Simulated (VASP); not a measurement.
# In (P6/mmm) in VASP: notebook

The runs below take In through relaxation of cell and atoms, single point, with PBEsol.

Program: VASP 6.6.1. These are calculated values, not measurements. Logs are shortened: lines on timing, memory, paths and dates and some standing lists are left out, and cuts for length are marked.

### Step 1. The cell of the first run

It takes space group P6/mmm (No. 191, hexagonal). Conventional cell: a = 3.212 Å, b = 3.212 Å, c = 3.002 Å, α = 90.00°, β = 90.00°, γ = 120.00°. Within 4.0 Å of In (site symmetry 6/mmm) lie 8 In at 3.00 to 3.21 Å.

### Step 2. Relaxation of cell and atoms, PBEsol

INCAR

```
SYSTEM = In
  ALGO = Normal
  EDIFF = 1E-6
  EDIFFG = -0.01
  ENCUT = 600
  GGA = PS
  IBRION = 2
  ISIF = 3
  ISMEAR = 0
  LASPH = .True.
  LCHARG = .False.
  LREAL = .False.
  LWAVE = .False.
  NELM = 100
  NSW = 100
  PREC = Accurate
  SIGMA = 0.1
```

KPOINTS

```
k-points
0
Gamma
  21 21 18
  0 0 0
```

POSCAR

```
In
1.0
    3.2123895088      0.0000000000      0.0000000000
   -1.6061947544      2.7820109215      0.0000000000
    0.0000000000      0.0000000000      3.0015764473
In
1
Direct
    0.0000000000      0.0000000000      0.0000000000
```

Potentials or basis: VASP PAW PBE potentials, release 64 (In_d).

Command:

```bash
cat potpaw_PBE.64/In_d/POTCAR > POTCAR
mpirun -np 1 vasp_std > vasp.out
```

OUTCAR:

```text
SYSTEM = In
   EDIFF = 1E-6
   EDIFFG = -0.01
   ENCUT = 600
   GGA = PS
   IBRION = 2
   ISIF = 3
   ISMEAR = 0
   LASPH = .True.
   LREAL = .False.
   NELM = 100
   NSW = 100
   PREC = Accurate

 ion  position               nearest neighbor table
   1  0.000  0.000  0.000-

  LATTYP: Found a hexagonal cell.
 ALAT       =     3.2123895088
 C/A-ratio  =     0.9343750000

  Lattice vectors:

 A1 = (   3.2123895088,   0.0000000000,   0.0000000000)
 A2 = (  -1.6061947544,   2.7820109215,   0.0000000000)
 A3 = (   0.0000000000,   0.0000000000,   3.0015764473)

Analysis of symmetry for initial positions (statically):
=====================================================================
 Subroutine PRICEL returns:
 Original cell was already a primitive cell.

 Routine SETGRP: Setting up the symmetry group for a
 hexagonal supercell.

 Subroutine GETGRP returns: Found 24 space group operations
 (whereof 24 operations were pure point group operations)
 out of a pool of 24 trial point group operations.

The static configuration has the point symmetry D_6h.

Analysis of symmetry for dynamics (positions and initial velocities):
=====================================================================
 Subroutine PRICEL returns:
 Original cell was already a primitive cell.

 Routine SETGRP: Setting up the symmetry group for a
 hexagonal supercell.

 Subroutine GETGRP returns: Found 24 space group operations
 (whereof 24 operations were pure point group operations)
 out of a pool of 24 trial point group operations.

The dynamic configuration has the point symmetry D_6h.

 Subroutine INISYM returns: Found 24 space group operations
 (whereof 24 operations are pure point group operations),
 and found     1 'primitive' translations

----------------------------------------------------------------------------------------

                                     Primitive cell

  volume of cell :      26.8248

  direct lattice vectors                    reciprocal lattice vectors
     3.212389509  0.000000000  0.000000000     0.311294753  0.179726110  0.000000000
    -1.606194754  2.782010921  0.000000000     0.000000000  0.359452219  0.000000000
     0.000000000  0.000000000  3.001576447     0.000000000  0.000000000  0.333158265

  length of vectors
     3.212389509  3.212389509  3.001576447     0.359452219  0.359452219  0.333158265

  position of ions in fractional coordinates (direct lattice)
     0.000000000  0.000000000  0.000000000

  ion indices of the primitive-cell ions
   primitive index   ion index
                 1           1

----------------------------------------------------------------------------------------

 KPOINTS: k-points

Automatic generation of k-mesh.
 Grid dimensions read from file:
 generate k-points for:   21   21   18

 Generating k-lattice:

  Cartesian coordinates                     Fractional coordinates (reciprocal lattice)
     0.014823560  0.008558386  0.000000000     0.047619048  0.000000000  0.000000000
     0.000000000  0.017116772  0.000000000     0.000000000  0.047619048  0.000000000
     0.000000000  0.000000000  0.018508792     0.000000000  0.000000000  0.055555556

  Length of vectors
     0.017116772  0.017116772  0.018508792

  Shift w.r.t. Gamma in fractional coordinates (k-lattice)
     0.000000000  0.000000000  0.000000000

 Subroutine IBZKPT returns following result:
 ===========================================

 Found    480 irreducible k-points:

 Following reciprocal coordinates:
            Coordinates               Weight
  0.000000  0.000000  0.000000      1.000000
  0.047619  0.000000  0.000000      6.000000
  0.095238 -0.000000  0.000000      6.000000
  0.142857  0.000000  0.000000      6.000000
  0.190476 -0.000000  0.000000      6.000000
  0.238095  0.000000  0.000000      6.000000
[... 16 lines left out ...]
  0.142857  0.095238  0.000000     12.000000
  0.190476  0.095238  0.000000     12.000000
 [... further k-points ...]
   k-points           NKPTS =    480   k-points in BZ     NKDIM =    480   number of bands    NBANDS=     10
   number of dos      NEDOS =    301   number of ions     NIONS =      1
   total plane-waves  NPLWV =  18816
   dimension x,y,z NGX =    28 NGY =   28 NGZ =   24
   dimension x,y,z NGXF=    56 NGYF=   56 NGZF=   48
   ions per type =               1
   NGX,Y,Z   is equivalent  to a cutoff of  14.49, 14.49, 13.29 a.u.
   NGXF,Y,Z  is equivalent  to a cutoff of  28.98, 28.98, 26.59 a.u.
 SYSTEM =  In
   PREC   = accura    normal or accurate (medium, high low for compatibility)
   ISTART =      0    job   : 0-new  1-cont  2-samecut
   ICHARG =      2    charge: 1-file 2-atom 10-const
   ISPIN  =      1    spin polarized calculation?
   LNONCOLLINEAR =      F non collinear calculations
   LSORBIT =      F    spin-orbit coupling
   LASPH  =      T    aspherical Exc in radial PAW
   ENCUT  =  600.0 eV  44.10 Ry    6.64 a.u.   6.42  6.42  5.99*2*pi/ulx,y,z
   NELM   =    100;   NELMIN=  2; NELMDL= -5     # of ELM steps
   EDIFF  = 0.1E-05   stopping-criterion for ELM
   LREAL  =      F    real-space projection
   EDIFFG = -.1E-01   stopping-criterion for IOM
   NSW    =    100    number of steps for IOM
   IBRION =      2    ionic relax: 0-MD 1-quasi-New 2-CG
   NFREE  =      1    steps in history (QN), initial steepest desc. (CG)
   ISIF   =      3    stress and relaxation
   ISYM   =      2    0-nonsym 1-usesym 2-fastsym
   POTIM  = 0.5000    time-step for ionic-motion
   TEBEG  =    0.0;   TEEND  =   0.0 temperature during run
   PSTRESS=    0.0 pullay stress
   NELECT =      13.0000    total number of electrons
   NUPDOWN=      -1.0000    fix difference up-down
   EMIN   =  10.00;   EMAX   =-10.00  energy-range for DOS
   EFERMI =   0.00;   METHOD = LEGACY
   ISMEAR =     0;   SIGMA  =   0.10  broadening in eV -4-tet -1-fermi 0-gaus
   EFERMI_NEDOS =   21; number of points for ismear=-14 and -15
   IALGO  =     38    algorithm
   IMIX   =      4    mixing-type and parameters
     AMIX     =   0.40;   BMIX     =  1.00
     AMIX_MAG =   1.60;   BMIX_MAG =  1.00
  volume/ion in A,a.u.               =      26.82       181.02
  Fermi-wavevector in a.u.,A,eV,Ry     =   1.285910  2.430017 22.498100  1.653564
  Thomas-Fermi vector in A             =   2.418016
   LORBIT       =      0    0 simple, 1 ext, 2 COOP (PROOUT), +10 PAW based schemes
   GGA     = PS    functional components
   LHFCALC =     F    Hartree Fock is set to
   AEXX    =    0.0000 exact exchange contribution
   IVDW    =     0    specifies the selected vdW correction
   LEPSILON=     F    determine dielectric tensor
   LRPA    =     F    only Hartree local field effects (RPA)
 conjugate gradient relaxation of ions
 non-spin polarized calculation
 Gauss-broadening in eV      SIGMA  =   0.10
  energy-cutoff  :      600.00
  volume of cell :       26.82
 maximum number of plane-waves:       916
 NGX is ok and might be reduce to    28

--------------------------------------- Ionic step        1  -------------------------------------------

 number of electron      12.9999999 magnetization

 Free energy of the ion-electron system (eV)
  ---------------------------------------------------
  ext. energy  EPLUGINS =         0.00000000
  ---------------------------------------------------
  free energy    TOTEN  =        -2.93481493 eV

  energy without entropy =       -2.93193710  energy(sigma->0) =       -2.93337601

------------------------ aborting loop because EDIFF is reached ----------------------------------------

  FORCE on cell =-STRESS in cart. coord.  units (eV):
  Direction    XX          YY          ZZ          XY          YZ          ZX
  --------------------------------------------------------------------------------------
  -------------------------------------------------------------------------------------
  Total       -0.1881444     -0.1881444      0.0253380      0.0000000      0.0000000     -0.0000000
  in kB      -11.2373880    -11.2373880      1.5133748      0.0000000      0.0000000     -0.0000000
  external PRESSURE =      -6.9871338 kB  Pullay stress =       0.0000000 kB
[... 160 lines left out ...]
  energy  without entropy=       -2.9337361292  energy(sigma->0) =       -2.93543947

--------------------------------------- Ionic step        6  -------------------------------------------

 number of electron      13.0000000 magnetization

 Free energy of the ion-electron system (eV)
  ---------------------------------------------------
  ext. energy  EPLUGINS =         0.00000000
  ---------------------------------------------------
  free energy    TOTEN  =        -2.93715498 eV

  energy without entropy =       -2.93375659  energy(sigma->0) =       -2.93545578

 E-fermi :   7.1658     XC(G=0): -10.3355

 val. band max:        7.1517743879   @ k =   0.3333   0.0000   0.3889
 cond. band min:       7.1658892109   @ k =   0.3810   0.2381   0.3889
 fundamental gap:      0.0141148230
 Fermi energy:         7.1657840472

 k-point     1 :       0.0000    0.0000    0.0000
  band No.  band energies     occupation
      1      -7.7872      2.00000
      2      -7.4027      2.00000
      3      -7.4027      2.00000
      4      -7.0130      2.00000
      5      -7.0130      2.00000
      6      -2.3559      2.00000
      7      14.3379      0.00000
      8      17.0455      0.00000
      9      17.0455      0.00000
     10      17.8388      0.00000
[... 287 lines left out ...]
 k-point    24 :       0.1905    0.0952    0.0000
  band No.  band energies     occupation
      1      -7.6903      2.00000
      2      -7.4481      2.00000
      3      -7.1994      2.00000
      4      -7.1101      2.00000
      5      -7.0401      2.00000
      6      -0.9739      2.00000
      7      10.5100      0.00000
      8      12.7726      0.00000
      9      15.8865      0.00000
     10      18.5376      0.00000

 [... further k-points ...]
[... 5 lines left out ...]
  --------------------------------------------------------------------------------------
  -------------------------------------------------------------------------------------
  Total       -0.0040313     -0.0040313      0.0030767      0.0000000      0.0000000     -0.0000000
  in kB       -0.2452534     -0.2452534      0.1871777      0.0000000      0.0000000     -0.0000000
  external PRESSURE =      -0.1011097 kB  Pullay stress =       0.0000000 kB
[... 16 lines left out ...]
  FREE ENERGIE OF THE ION-ELECTRON SYSTEM (eV)
  ---------------------------------------------------
  free  energy   TOTEN  =        -2.9371549810 eV

  energy  without entropy=       -2.9337565865  energy(sigma->0) =       -2.93545578

 reached required accuracy - stopping structural energy minimisation
```

Wall time 5 min (1 thread of Intel Xeon Platinum 8259CL at 2.50GHz (Skylake/Cascade Lake), shared host); peak memory 0.29 GiB.

What came out:

| Quantity | Value |
| --- | --- |
| Free energy | -2.9372 eV |
| Relaxed volume | 26.34 Å³/atom |
| Relaxed cell | a = 3.174 Å, b = 3.174 Å, c = 3.019 Å, α = 90.00°, β = 90.00°, γ = 120.00° |
| Space group after relaxing (to 0.05 Å) | P6/mmm (No. 191) |
| Energy gained by relaxing | 2.3 meV/atom |
| Ionic steps | 6 |
| Pressure after relaxing | 0.0 GPa |

Step by step:
```csv
step,energy change (eV),largest force (eV/Å),pressure (GPa),volume (Å³)
1,0.0000,0.0000,-0.70,26.82
2,-0.0021,0.0000,-0.07,26.37
3,-0.0022,0.0000,0.19,26.22
4,-0.0022,0.0000,0.15,26.24
5,-0.0023,0.0000,0.01,26.31
6,-0.0023,0.0000,-0.01,26.34
```

Final structure:
```yaml
crystal:
  lattice:
    - [3.17351, 0.00000, 0.00000]
    - [-1.58675, 2.74834, 0.00000]
    - [0.00000, 0.00000, 3.01944]
  atoms:
    - { symbol: In, position: [0.00000, 0.00000, 0.00000] }
```

Caveat: the PAW data sets were made with another functional, which shifts forces and pressure a little; spin-orbit coupling is left out, which moves the levels of the heavy elements.

### Step 3. Single point, PBEsol

This run uses another cell than the first one: it holds 3 atoms, not 1.

INCAR

```
SYSTEM = In
PREC = Accurate
ENCUT = 520
EDIFF = 1E-7
ISMEAR = 0
SIGMA = 0.1
LREAL = .False.
LASPH = .True.
NELM = 100
ALGO = Fast
ISIF = 2
LWAVE = .False.
LCHARG = .True.
GGA = PS
LELF = .True.
LVHAR = .True.
NBANDS = 26
```

KPOINTS

```
Automatic mesh
0
Gamma
  12 12 14
  0 0 0
```

POSCAR

```
In
1.0
    5.3180569847      0.0000000000      0.0000000000
   -2.6590284924      4.6055724475      0.0000000000
    0.0000000000      0.0000000000      3.1754649673
In
3
Direct
    0.0000000000      0.0000000000      0.0000000000
    0.3333333333      0.6666666667      0.5000000000
    0.6666666667      0.3333333333      0.5000000000
```

Potentials or basis: VASP PAW PBE potentials, release 64 (In_d).

Command:

```bash
cat potpaw_PBE.64/In_d/POTCAR > POTCAR
mpirun -np 1 vasp_std > vasp.out
```

Wall time 3.5 min (1 thread of Intel Xeon Platinum 8559C (Emerald Rapids), shared host); peak memory 0.35 GiB.

Results (log left out):

| Quantity | Value |
| --- | --- |
| Free energy | -8.8814 eV |
| Pressure | 0.0 GPa |

Levels at points of the mesh, in eV from the Fermi level:
```csv
k point,band 16,band 17,band 18,band 19,band 20,band 21,band 22,band 23
"(0.00, 0.00, 0.00)",-9.60,-2.91,-2.72,-1.12,-1.12,-1.02,-1.02,5.39
"(0.50, 0.00, 0.00)",-7.66,-7.64,-4.05,-3.28,3.43,3.52,4.65,4.73
"(0.00, 0.00, 0.50)",-5.87,-5.00,1.00,1.04,1.24,1.27,1.31,1.31
"(0.50, 0.00, 0.50)",-4.12,-3.84,-3.30,-2.76,-0.26,0.08,0.23,1.88
```

Caveat: the PAW data sets were made with another functional, which shifts forces and pressure a little; spin-orbit coupling is left out, which moves the levels of the heavy elements.
